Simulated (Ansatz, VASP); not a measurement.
**Hf3Si2N in VASP and in Ansatz**

File INCAR:

```
SYSTEM = Hf3Si2N
PREC = Accurate
ENCUT = 600
EDIFF = 1E-6
ISMEAR = 0
SIGMA = 0.1
LREAL = .False.
LASPH = .True.
NELM = 80
ALGO = Normal
ISIF = 3
LWAVE = .False.
LCHARG = .False.
GGA = PE
IBRION = 2
NSW = 90
EDIFFG = -0.04
```

KPOINTS

```
regular mesh
0
Gamma
  6 6 4
  0 0 0
```

File POSCAR:

```
Hf3Si2N
1.0
    4.4643053879      0.0000000000      0.0000000000
   -2.2321526940      3.8662018762      0.0000000000
    0.0000000000      0.0000000000      5.6375193940
Hf Si N
3 2 1
Direct
    0.6666666667      0.3333333333      0.5000000000
    0.0000000000      0.0000000000      0.0000000000
    0.0000000000      0.0000000000      0.5000000000
    0.3333333333      0.6666666667      0.2593256336
    0.3333333333      0.6666666667      0.7406743664
    0.6666666667      0.3333333333      0.0000000000
```

Input for Ansatz:

```yaml
crystal:
  lattice:
    - [4.4643053879, 0.0, 0.0]
    - [-2.232152694, 3.8662018762, 0.0]
    - [0.0, 0.0, 5.637519394]
  atoms:
    - { symbol: Hf, position: [0.6666666667, 0.3333333333, 0.5] }
    - { symbol: Hf, position: [0.0, 0.0, 0.0] }
    - { symbol: Hf, position: [0.0, 0.0, 0.5] }
    - { symbol: Si, position: [0.3333333333, 0.6666666667, 0.2593256336] }
    - { symbol: Si, position: [0.3333333333, 0.6666666667, 0.7406743664] }
    - { symbol: "N", position: [0.6666666667, 0.3333333333, 0.0] }
basis:
  ecutwfc: 420
kpoints:
  mp_grid: { grid: [6, 6, 4] }
hamiltonian:
  xc: pbe
scf:
  occupations: { method: gaussian, width: 0.1 }
  lower_state_search: "off"
output:
  forces: true
  stress: true
  eigenvalues: true
relax:
  adjacent_minimum: "off"
  f_tol: 0.04
  max_steps: 70
  cell: { stress_tol: 0.4 }
```

Change from the starting cell: species swapped into the Sr2Al3Ge type (P-6m2, No. 187).

Alike in both runs: task relaxation of cell and atoms; functional PBE; k mesh 6 × 6 × 4; occupations gaussian, width 0.1 eV; no spin polarisation.

|  | VASP | Ansatz |
| --- | --- | --- |
| version | VASP 6.6.1 | Ansatz 0.2.0 |
| potentials or method | VASP PAW PBE potentials, release 64 (Hf_pv, Si, N), cutoff 600 eV | scalar-relativistic, plane waves, PAW |
| valence electrons in the cell | 43 | 91 |

```tsv
	VASP	Ansatz	Ansatz less VASP
gap on the k mesh at the Fermi level, each at its own relaxed structure (eV)	none	none	-
relaxed volume (Å³/atom)	16.12	16.24	+0.121
relaxed cell length with the largest relative difference (Å)	5.478	5.504	+0.0254
```

A gap of «none» marks a metal or a gap that the smearing closes. VASP's potentials hold 43 valence electrons a cell and Ansatz's 91, so a difference there can come from the potentials and not from the codes.

Neither program's run includes spin-orbit coupling.
